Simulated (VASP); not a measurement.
# Si2Ni (Fm-3m) in VASP: a series of runs, part 2 of 2

VASP 6.6.1. Earlier steps stand in the parts before.

## Step 4: Vibrations by perturbation theory, LDA (volume scaled by 1.030)

File INCAR:

```
SYSTEM = Si2Ni
PREC = Accurate
ENCUT = 520
EDIFF = 1E-8
ISMEAR = -1
SIGMA = 0.1
LREAL = .False.
LASPH = .True.
NELM = 100
ALGO = Normal
ISIF = 2
LWAVE = .False.
LCHARG = .True.
GGA = CA
IBRION = 8
NSW = 1
```

File KPOINTS:

```
Automatic mesh
0
Gamma
  8 8 8
  0 0 0
```

File POSCAR:

```
Si2Ni
1.0
    0.0000000000      2.7008820287      2.7008820287
    2.7008820287      0.0000000000      2.7008820287
    2.7008820287      2.7008820287      0.0000000000
Si Ni
2 1
Direct
    0.2500000000      0.2500000000      0.2500000000
    0.7500000000      0.7500000000      0.7500000000
    0.0000000000      0.0000000000      0.0000000000
```

Potentials or basis: VASP PAW LDA potentials, release 64 (Si, Ni).

Command:

```bash
cat potpaw_LDA.64/Si/POTCAR potpaw_LDA.64/Ni/POTCAR > POTCAR
mpirun -np 1 vasp_std > vasp.out
```

OUTCAR:

```text
SYSTEM = Si2Ni
   PREC = Accurate
   ENCUT = 520
   EDIFF = 1E-8
   ISMEAR = -1
   LREAL = .False.
   LASPH = .True.
   NELM = 100
   ISIF = 2
   GGA = CA
   IBRION = 8
   NSW = 1

 ion  position               nearest neighbor table
   1  0.250  0.250  0.250-   3 2.34   3 2.34   3 2.34   3 2.34   2 2.70   2 2.70   2 2.70   2 2.70
                             2 2.70   2 2.70
   2  0.750  0.750  0.750-   3 2.34   3 2.34   3 2.34   3 2.34   1 2.70   1 2.70   1 2.70   1 2.70
                             1 2.70   1 2.70
   3  0.000  0.000  0.000-   2 2.34   2 2.34   2 2.34   1 2.34   2 2.34   1 2.34   1 2.34   1 2.34

  LATTYP: Found a face centered cubic cell.
 ALAT       =     5.4017640574

  Lattice vectors:

 A1 = (   0.0000000000,   2.7008820287,   2.7008820287)
 A2 = (   2.7008820287,   0.0000000000,   2.7008820287)
 A3 = (   2.7008820287,   2.7008820287,   0.0000000000)

Analysis of symmetry for initial positions (statically):
=====================================================================
 Subroutine PRICEL returns:
 Original cell was already a primitive cell.

 Routine SETGRP: Setting up the symmetry group for a
 face centered cubic supercell.

 Subroutine GETGRP returns: Found 48 space group operations
 (whereof 48 operations were pure point group operations)
 out of a pool of 48 trial point group operations.

The static configuration has the point symmetry O_h .

Analysis of symmetry for dynamics (positions and initial velocities):
=====================================================================
 Subroutine PRICEL returns:
 Original cell was already a primitive cell.

 Routine SETGRP: Setting up the symmetry group for a
 face centered cubic supercell.

 Subroutine GETGRP returns: Found 48 space group operations
 (whereof 48 operations were pure point group operations)
 out of a pool of 48 trial point group operations.

The dynamic configuration has the point symmetry O_h .

 Subroutine INISYM returns: Found 48 space group operations
 (whereof 48 operations are pure point group operations),
 and found     1 'primitive' translations

----------------------------------------------------------------------------------------

                                     Primitive cell

  volume of cell :      39.4046

  direct lattice vectors                    reciprocal lattice vectors
     0.000000000  2.700882029  2.700882029    -0.185124709  0.185124709  0.185124709
     2.700882029  0.000000000  2.700882029     0.185124709 -0.185124709  0.185124709
     2.700882029  2.700882029  0.000000000     0.185124709  0.185124709 -0.185124709

  length of vectors
[... 153 lines left out ...]
     12      12.6720      0.00000
     13      12.6720      0.00000
[... 354 lines left out ...]
  band No.  band energies     occupation
      1       0.3751      2.00000
      2       0.8087      2.00000
      3       4.7696      2.00000
      4       5.1778      2.00000
      5       6.0586      2.00000
      6       6.7943      2.00000
      7       6.9098      2.00000
      8       7.6700      2.00000
      9       8.2670      2.00000
     10      11.6117      0.00000
     11      12.4840      0.00000
     12      15.7059      0.00000
     13      15.9110      0.00000

 [... further k-points ...]
[... 5 lines left out ...]
  --------------------------------------------------------------------------------------
  -------------------------------------------------------------------------------------
  Total       -1.0525038     -1.0525038     -1.0525038      0.0000000      0.0000000     -0.0000000
  in kB      -42.7944479    -42.7944479    -42.7944479      0.0000000      0.0000000     -0.0000000
  external PRESSURE =     -42.7944479 kB  Pullay stress =       0.0000000 kB

 VOLUME and BASIS-vectors are now :
 -----------------------------------------------------------------------------
  energy-cutoff  :      520.00
  volume of cell :       39.40
      direct lattice vectors                 reciprocal lattice vectors
     0.000000000  2.700882029  2.700882029    -0.185124709  0.185124709  0.185124709
     2.700882029  0.000000000  2.700882029     0.185124709 -0.185124709  0.185124709
     2.700882029  2.700882029  0.000000000     0.185124709  0.185124709 -0.185124709

 POSITION                                       TOTAL-FORCE (eV/Angst)
 -----------------------------------------------------------------------------------
      1.35044      1.35044      1.35044         0.000000      0.000000      0.000000
      4.05132      4.05132      4.05132        -0.000000     -0.000000     -0.000000
      0.00000      0.00000      0.00000         0.000000      0.000000      0.000000
 -----------------------------------------------------------------------------------
    total drift:                               -0.000000     -0.000000      0.000000

  FREE ENERGIE OF THE ION-ELECTRON SYSTEM (eV)
  ---------------------------------------------------
  free  energy   TOTEN  =       -19.8975698891 eV

  energy  without entropy=      -19.8652693006  energy(sigma->0) =      -19.88141959

[... ionic steps 2 to 9 ...]

--------------------------------------- Ionic step       10  -------------------------------------------

 Free energy of the ion-electron system (eV)
  ---------------------------------------------------
  ---------------------------------------------------
  free energy    TOTEN  =        -0.18961024 eV

  energy without entropy =       -0.18961024

------------------------ aborting loop because EDIFF is reached ----------------------------------------

 INTERNAL STRAIN TENSOR  FOR ION    3  DIRECTION 1   (eV/Angst):
 -----------------------------------------------------------------------------
    -0.01898  0.00000  0.00000
     0.00000  0.02329 -0.00000
    -0.00000 -0.00000  0.02329

 INTERNAL STRAIN TENSOR FOR ION    3 for displacements in x,y,z  (eV/Angst):
          X           Y           Z          XY          YZ          ZX
  --------------------------------------------------------------------------------
  x     0.00000     0.00000     0.00000     0.00000     0.00000     0.00000
  y     0.00000     0.00000     0.00000     0.00000     0.00000     0.00000
  z     0.00000     0.00000     0.00000     0.00000     0.00000     0.00000

 SECOND DERIVATIVES (NOT SYMMETRIZED)
 ------------------------------------
               1X          1Y          1Z          2X          2Y          2Z          3X          3Y          3Z
  1X    -7.138414    0.000000    0.000000    2.453042    0.000000    0.000000    4.685372    0.000000    0.000000
  1Y     0.000000   -7.138414    0.000000    0.000000    2.453042    0.000000    0.000000    4.685372    0.000000
  1Z     0.000000    0.000000   -7.138414    0.000000    0.000000    2.453042    0.000000    0.000000    4.685372
  2X     2.453042    0.000000    0.000000   -7.138414    0.000000    0.000000    4.685372    0.000000    0.000000
  2Y     0.000000    2.453042    0.000000    0.000000   -7.138414    0.000000    0.000000    4.685372    0.000000
  2Z     0.000000    0.000000    2.453042    0.000000    0.000000   -7.138414    0.000000    0.000000    4.685372
  3X     4.675254    0.000000    0.000000    4.675254    0.000000    0.000000   -9.350508    0.000000    0.000000
  3Y     0.000000    4.675254    0.000000    0.000000    4.675254    0.000000    0.000000   -9.350508    0.000000
  3Z     0.000000    0.000000    4.675254    0.000000    0.000000    4.675254    0.000000    0.000000   -9.350508

 Eigenvectors and eigenvalues of the dynamical matrix
 ----------------------------------------------------

   1 f  =    9.135994 THz    57.403142 2PiTHz  304.743951 cm-1    37.783417 meV
             X         Y         Z           dx          dy          dz
      1.350441  1.350441  1.350441     0.142232    0.639852    0.265255
      4.051323  4.051323  4.051323    -0.142232   -0.639852   -0.265255
      0.000000  0.000000  0.000000     0.000000   -0.000000    0.000000
[... 43 lines left out ...]
   9 f/i=    0.004824 THz     0.030310 2PiTHz    0.160910 cm-1     0.019950 meV
             X         Y         Z           dx          dy          dz
      1.350441  1.350441  1.350441     0.044529    0.456031    0.185198
      4.051323  4.051323  4.051323     0.044529    0.456031    0.185198
      0.000000  0.000000  0.000000     0.064440    0.659946    0.268010

--------------------------------------------------------------------------------------------------------

 ELASTIC MODULI CONTR FROM IONIC RELAXATION (kBar)
 Direction    XX          YY          ZZ          XY          YZ          ZX
 --------------------------------------------------------------------------------
 XX          -0.0000      0.0000     -0.0000      0.0000     -0.0000      0.0000
 YY           0.0000     -0.0000      0.0000      0.0000     -0.0000     -0.0000
 ZZ          -0.0000      0.0000     -0.0000     -0.0000     -0.0000      0.0000
 XY           0.0000      0.0000     -0.0000   -378.2097      0.0000      0.0000
 YZ          -0.0000     -0.0000     -0.0000      0.0000   -378.2097     -0.0000
 ZX           0.0000     -0.0000      0.0000      0.0000     -0.0000   -378.2097
 --------------------------------------------------------------------------------
```

stdout:

```text
POSCAR found type information on POSCAR SiNi
 POSCAR found :  2 types and       3 ions
 scaLAPACK will be used
 LDA part: xc-table for (Slater(with rela. corr.)+CA(PZ))
 , standard interpolation
 POSCAR, INCAR and KPOINTS ok, starting setup
 FFT: planning ... GRIDC
 FFT: planning ... GRID_SOFT
 FFT: planning ... GRID
 WAVECAR not read
 entering main loop
 Linear response reoptimize wavefunctions to high precision
 Linear response DOF=           2
 Linear response progress:
 first order change of Fermi-energy  -0.19536E-04
 force on displaced ion       1 direction 1 :  -7.138   0.000   0.000
 Linear response progress:
 first order change of Fermi-energy  -0.16579E-03
 force on displaced ion       3 direction 1 :  -9.351   0.000   0.000
 Linear response finished
```

Wall time 53 s (1 thread of Intel Xeon 6975P-C (Granite Rapids), shared host); peak memory 0.24 GiB.

What came out:

```
Highest phonon frequency at Γ, LO-TO splitting left out : 305 cm⁻¹
```

Phonon frequencies in cm⁻¹ (negative: imaginary):
```tsv
q point	frequencies
(0.000, 0.000, 0.000)	0 0 0 298 298 298 305 305 305
```

Caveat: the cell wasn't relaxed at this level first, which shifts response properties. Spin polarisation is off, so any magnetic state and its effect on volume and gap are missing.
